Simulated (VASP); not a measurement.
# Ni (P6_3/mmc) in VASP: a series of runs

The runs below take Ni through single point, with RPBE.

Everything below comes from runs of VASP 6.6.1. Logs are shortened: lines on timing, memory, paths and dates and some standing lists are left out, and cuts for length are marked.

## 1. The cell of the first run

The structure is hexagonal, space group P6_3/mmc (No. 194). The conventional cell has a = 2.514 Å, b = 2.514 Å, c = 4.116 Å, α = 90.00°, β = 90.00°, γ = 120.00°. Within 3.3 Å of Ni (site symmetry -6m2) lie 12 Ni at 2.51 to 2.52 Å.

This isn't the form of Ni at room conditions, which is fcc.

## 2. Single point, RPBE, collinear spin, ferromagnetic start

The input, INCAR:

```
PREC = Accurate
ENCUT = 520
EDIFF = 1E-6
ISMEAR = -1
SIGMA = 0.05
LREAL = F
LASPH = T
NELM = 150
ALGO = Normal
ISIF = 2
LWAVE = F
LCHARG = F
ISPIN = 2
MAGMOM = 0.8 0.8
LORBIT = 11
LMAXMIX = 4
GGA = RP
NBANDS = 21
```

The input, KPOINTS:

```
regular mesh
0
Gamma
  14 14 8
```

The input, POSCAR:

```
Ni
1.0
    2.5136382340      0.0000000000      0.0000000000
   -1.2568191170      2.1768745665      0.0000000000
    0.0000000000      0.0000000000      4.1160354827
Ni
2
Direct
    0.3333333333      0.6666666667      0.2500000000
    0.6666666667      0.3333333333      0.7500000000
```

Potentials or basis: VASP PAW PBE potentials, release 64 (Ni).

Run with:

```console
$ cat potpaw_PBE.64/Ni/POTCAR > POTCAR
$ mpirun -np 1 vasp_std > vasp.out
```

OUTCAR:

```text
PREC = Accurate
   ENCUT = 520
   EDIFF = 1E-6
   ISMEAR = -1
   LREAL = F
   LASPH = T
   NELM = 150
   ISIF = 2
   ISPIN = 2
   LORBIT = 11
   GGA = RP

 ion  position               nearest neighbor table
   1  0.333  0.667  0.250-   2 2.52   2 2.52   2 2.52   2 2.52   2 2.52   2 2.52
   2  0.667  0.333  0.750-   1 2.52   1 2.52   1 2.52   1 2.52   1 2.52   1 2.52

  LATTYP: Found a hexagonal cell.
 ALAT       =     2.5136382340
 C/A-ratio  =     1.6374812521

  Lattice vectors:

 A1 = (   2.5136382340,   0.0000000000,   0.0000000000)
 A2 = (  -1.2568191170,   2.1768745665,   0.0000000000)
 A3 = (   0.0000000000,   0.0000000000,   4.1160354827)

Analysis of symmetry for initial positions (statically):
=====================================================================
 Subroutine PRICEL returns:
 Original cell was already a primitive cell.

 Routine SETGRP: Setting up the symmetry group for a
 hexagonal supercell.

 Subroutine GETGRP returns: Found 24 space group operations
 (whereof 12 operations were pure point group operations)
 out of a pool of 24 trial point group operations.

The static configuration has the point symmetry D_3d.
 The point group associated with its full space group is D_6h.

Analysis of symmetry for dynamics (positions and initial velocities):
=====================================================================
 Subroutine PRICEL returns:
 Original cell was already a primitive cell.

 Routine SETGRP: Setting up the symmetry group for a
 hexagonal supercell.

 Subroutine GETGRP returns: Found 24 space group operations
 (whereof 12 operations were pure point group operations)
 out of a pool of 24 trial point group operations.

The dynamic configuration has the point symmetry D_3d.
 The point group associated with its full space group is D_6h.

Analysis of structural, dynamic, and magnetic symmetry:
=====================================================================
 Subroutine PRICEL returns:
 Original cell was already a primitive cell.

 Routine SETGRP: Setting up the symmetry group for a
 hexagonal supercell.

 Subroutine GETGRP returns: Found 24 space group operations
 (whereof 12 operations were pure point group operations)
 out of a pool of 24 trial point group operations.

The overall configuration has the point symmetry D_3d.
 The point group associated with its full space group is D_6h.

 Subroutine INISYM returns: Found 24 space group operations
 (whereof 12 operations are pure point group operations),
 and found     1 'primitive' translations

----------------------------------------------------------------------------------------

                                     Primitive cell

  volume of cell :      22.5224

  direct lattice vectors                    reciprocal lattice vectors
     2.513638234  0.000000000  0.000000000     0.397829722  0.229687097  0.000000000
    -1.256819117  2.176874566  0.000000000     0.000000000  0.459374194  0.000000000
     0.000000000  0.000000000  4.116035483     0.000000000  0.000000000  0.242952230

  length of vectors
     2.513638234  2.513638234  4.116035483     0.459374194  0.459374194  0.242952230

  position of ions in fractional coordinates (direct lattice)
     0.333333333  0.666666667  0.250000000
     0.666666667  0.333333333  0.750000000

  ion indices of the primitive-cell ions
   primitive index   ion index
                 1           1
                 2           2

----------------------------------------------------------------------------------------

 KPOINTS: regular mesh

Automatic generation of k-mesh.
 Grid dimensions read from file:
 generate k-points for:   14   14    8

 Generating k-lattice:

  Cartesian coordinates                     Fractional coordinates (reciprocal lattice)
     0.028416409  0.016406221  0.000000000     0.071428571  0.000000000  0.000000000
     0.000000000  0.032812442  0.000000000     0.000000000  0.071428571  0.000000000
     0.000000000  0.000000000  0.030369029     0.000000000  0.000000000  0.125000000

  Length of vectors
     0.032812442  0.032812442  0.030369029

  Shift w.r.t. Gamma in fractional coordinates (k-lattice)
     0.000000000  0.000000000  0.000000000

 Subroutine IBZKPT returns following result:
 ===========================================

 Found    120 irreducible k-points:

 Following reciprocal coordinates:
            Coordinates               Weight
  0.000000  0.000000  0.000000      1.000000
  0.071429 -0.000000  0.000000      6.000000
  0.142857  0.000000  0.000000      6.000000
  0.214286 -0.000000  0.000000      6.000000
  0.285714  0.000000  0.000000      6.000000
  0.357143  0.000000  0.000000      6.000000
[... 16 lines left out ...]
  0.285714  0.285714  0.000000      6.000000
  0.357143  0.285714  0.000000      6.000000
 [... further k-points ...]
   k-points           NKPTS =    120   k-points in BZ     NKDIM =    120   number of bands    NBANDS=     21
   number of dos      NEDOS =    301   number of ions     NIONS =      2
   total plane-waves  NPLWV =  12800
   dimension x,y,z NGX =    20 NGY =   20 NGZ =   32
   dimension x,y,z NGXF=    40 NGYF=   40 NGZF=   64
   ions per type =               2
   NGX,Y,Z   is equivalent  to a cutoff of  13.23, 13.23, 12.92 a.u.
   NGXF,Y,Z  is equivalent  to a cutoff of  26.46, 26.46, 25.85 a.u.
 SYSTEM =  unknown system
   PREC   = accura    normal or accurate (medium, high low for compatibility)
   ISTART =      0    job   : 0-new  1-cont  2-samecut
   ICHARG =      2    charge: 1-file 2-atom 10-const
   ISPIN  =      2    spin polarized calculation?
   LNONCOLLINEAR =      F non collinear calculations
   LSORBIT =      F    spin-orbit coupling
   LASPH  =      T    aspherical Exc in radial PAW
   ENCUT  =  520.0 eV  38.22 Ry    6.18 a.u.   4.67  4.67  7.65*2*pi/ulx,y,z
   NELM   =    150;   NELMIN=  2; NELMDL= -5     # of ELM steps
   EDIFF  = 0.1E-05   stopping-criterion for ELM
   LREAL  =      F    real-space projection
   EDIFFG = 0.1E-04   stopping-criterion for IOM
   NSW    =      0    number of steps for IOM
   IBRION =     -1    ionic relax: 0-MD 1-quasi-New 2-CG
   NFREE  =      0    steps in history (QN), initial steepest desc. (CG)
   ISIF   =      2    stress and relaxation
   ISYM   =      2    0-nonsym 1-usesym 2-fastsym
   POTIM  = 0.5000    time-step for ionic-motion
   TEBEG  =    0.0;   TEEND  =   0.0 temperature during run
   PSTRESS=    0.0 pullay stress
   NELECT =      20.0000    total number of electrons
   NUPDOWN=      -1.0000    fix difference up-down
   EMIN   =  10.00;   EMAX   =-10.00  energy-range for DOS
   EFERMI =   0.00;   METHOD = LEGACY
   ISMEAR =    -1;   SIGMA  =   0.05  broadening in eV -4-tet -1-fermi 0-gaus
   EFERMI_NEDOS =   21; number of points for ismear=-14 and -15
   IALGO  =     38    algorithm
   IMIX   =      4    mixing-type and parameters
     AMIX     =   0.40;   BMIX     =  1.00
     AMIX_MAG =   1.60;   BMIX_MAG =  1.00
  volume/ion in A,a.u.               =      11.26        75.99
  Fermi-wavevector in a.u.,A,eV,Ry     =   1.573547  2.973573 33.688710  2.476050
  Thomas-Fermi vector in A             =   2.674815
   LORBIT       =     11    0 simple, 1 ext, 2 COOP (PROOUT), +10 PAW based schemes
   GGA     = RP    functional components
   LHFCALC =     F    Hartree Fock is set to
   AEXX    =    0.0000 exact exchange contribution
   IVDW    =     0    specifies the selected vdW correction
   LEPSILON=     F    determine dielectric tensor
   LRPA    =     F    only Hartree local field effects (RPA)
 spin polarized calculation
  energy-cutoff  :      520.00
  volume of cell :       22.52
 maximum number of plane-waves:       622
 NGX is ok and might be reduce to    20
   NGX =  9   NGY =  9   NGZ = 15

 number of electron      20.0000014 magnetization       1.3366241

 Free energy of the ion-electron system (eV)
  ---------------------------------------------------
  ext. energy  EPLUGINS =         0.00000000
  ---------------------------------------------------
  free energy    TOTEN  =        -9.86734384 eV

  energy without entropy =       -9.82813911  energy(sigma->0) =       -9.84774147

 E-fermi :   9.0767     XC(G=0): -12.9291

 val. band max:        9.0728517613   @ k =   0.0000   0.0000   0.0000
 cond. band min:       9.0780822066   @ k =   0.3571   0.0714   0.0000
 fundamental gap:      0.0052304454
 Fermi energy:         9.0767130559

 spin component 1

 k-point     1 :       0.0000    0.0000    0.0000
  band No.  band energies     occupation
      1       0.2895      1.00000
      2       4.4046      1.00000
      3       6.6914      1.00000
      4       6.7766      1.00000
      5       6.7766      1.00000
      6       7.0276      1.00000
[... 13 lines left out ...]
     20      34.4338      0.00000
     21      39.0998      0.00000

 k-point     2 :       0.0714   -0.0000    0.0000
  band No.  band energies     occupation
      1       0.4626      1.00000
      2       4.5083      1.00000
      3       6.5839      1.00000
      4       6.8485      1.00000
      5       6.8642      1.00000
      6       6.9926      1.00000
[... 13 lines left out ...]
     20      36.7435      0.00000
     21      37.0694      0.00000

 k-point     3 :       0.1429    0.0000    0.0000
  band No.  band energies     occupation
      1       0.9716      1.00000
      2       4.7840      1.00000
      3       6.4003      1.00000
      4       6.7686      1.00000
      5       6.8614      1.00000
      6       7.0547      1.00000
[... 13 lines left out ...]
     20      36.9195      0.00000
     21      37.7484      0.00000
[... 457 lines left out ...]
 k-point    23 :       0.2857    0.2857    0.0000
  band No.  band energies     occupation
      1       5.3517      1.00000
      2       5.3548      1.00000
      3       5.6239      1.00000
      4       5.7323      1.00000
      5       6.4968      1.00000
      6       6.7213      1.00000
[... 13 lines left out ...]
     20      40.8975      0.00000
     21      42.3468      0.00000

 k-point    24 :       0.3571    0.2857    0.0000
  band No.  band energies     occupation
      1       5.3500      1.00000
      2       5.4757      1.00000
      3       5.5599      1.00000
      4       5.8452      1.00000
      5       6.5334      1.00000
      6       6.6179      1.00000
[... 13 lines left out ...]
     20      41.3104      0.00000
     21      43.9620      0.00000

 [... further k-points ...]

 spin component 2

 k-point     1 :       0.0000    0.0000    0.0000
  band No.  band energies     occupation
      1       0.2330      1.00000
      2       4.8284      1.00000
      3       7.4470      1.00000
      4       7.5042      1.00000
      5       7.5042      1.00000
      6       7.7755      1.00000
[... 13 lines left out ...]
     20      34.4956      0.00000
     21      39.1354      0.00000

 k-point     2 :       0.0714   -0.0000    0.0000
  band No.  band energies     occupation
      1       0.4063      1.00000
      2       4.9402      1.00000
      3       7.3102      1.00000
      4       7.5797      1.00000
      5       7.6156      1.00000
      6       7.7359      1.00000
[... 13 lines left out ...]
     20      36.6406      0.00000
     21      37.1028      0.00000

 k-point     3 :       0.1429    0.0000    0.0000
  band No.  band energies     occupation
      1       0.9168      1.00000
      2       5.2410      1.00000
      3       7.0976      1.00000
      4       7.2247      1.00000
      5       7.5926      1.00000
      6       7.7965      1.00000
[... 13 lines left out ...]
     20      36.9767      0.00000
     21      37.8190      0.00000
[... 457 lines left out ...]
 k-point    23 :       0.2857    0.2857    0.0000
  band No.  band energies     occupation
      1       5.7382      1.00000
      2       5.8960      1.00000
      3       6.1588      1.00000
      4       6.1833      1.00000
      5       7.1275      1.00000
      6       7.3501      1.00000
[... 13 lines left out ...]
     20      40.8811      0.00000
     21      42.4126      0.00000

 k-point    24 :       0.3571    0.2857    0.0000
  band No.  band energies     occupation
      1       5.9022      1.00000
      2       5.9328      1.00000
      3       6.0828      1.00000
      4       6.2806      1.00000
      5       7.1619      1.00000
      6       7.2386      1.00000
[... 13 lines left out ...]
     20      41.3056      0.00000
     21      43.9299      0.00000

 [... further k-points ...]

------------------------ aborting loop because EDIFF is reached ----------------------------------------

  FORCE on cell =-STRESS in cart. coord.  units (eV):
  Direction    XX          YY          ZZ          XY          YZ          ZX
  --------------------------------------------------------------------------------------
  -------------------------------------------------------------------------------------
  Total        0.0019168      0.0019168      0.0182999      0.0000000     -0.0000000      0.0000000
  in kB        0.1363579      0.1363579      1.3017957      0.0000000     -0.0000000      0.0000000
  external PRESSURE =       0.5248372 kB  Pullay stress =       0.0000000 kB

 VOLUME and BASIS-vectors are now :
 -----------------------------------------------------------------------------
  energy-cutoff  :      520.00
  volume of cell :       22.52
      direct lattice vectors                 reciprocal lattice vectors
     2.513638234  0.000000000  0.000000000     0.397829722  0.229687097  0.000000000
    -1.256819117  2.176874566  0.000000000     0.000000000  0.459374194  0.000000000
     0.000000000  0.000000000  4.116035483     0.000000000  0.000000000  0.242952230

 POSITION                                       TOTAL-FORCE (eV/Angst)
 -----------------------------------------------------------------------------------
     -0.00000      1.45125      1.02901         0.000000     -0.000000      0.000000
      1.25682      0.72562      3.08703        -0.000000      0.000000      0.000000
 -----------------------------------------------------------------------------------
    total drift:                               -0.000000      0.000000     -0.000000

  FREE ENERGIE OF THE ION-ELECTRON SYSTEM (eV)
  ---------------------------------------------------
  free  energy   TOTEN  =        -9.8673438427 eV

  energy  without entropy=       -9.8281391060  energy(sigma->0) =       -9.84774147

 total charge

# of ion       s       p       d       tot
------------------------------------------
    1        0.481   0.468   8.295   9.244
    2        0.481   0.468   8.295   9.244
--------------------------------------------------
tot          0.963   0.935  16.590  18.487

 magnetization (x)

# of ion       s       p       d       tot
------------------------------------------
    1       -0.005  -0.025   0.713   0.684
    2       -0.005  -0.025   0.713   0.684
--------------------------------------------------
tot         -0.009  -0.050   1.427   1.368
```

Wall time 77 s (1 thread of Intel Xeon 6975P-C, shared host); peak memory 0.2 GiB.

What came out:

| Property | Result |
| --- | --- |
| Free energy | -9.8673 eV |
| Pressure | 0.1 GPa |
| Net moment | 1.34 μB per cell |
| Site moments | Ni +0.68 μB |
| Valence electrons inside the program's atomic spheres | Ni 9.24 |

Caveat: the PAW data sets were made with another functional, which shifts forces and pressure a little.

(Continued in part 2 of 3.)
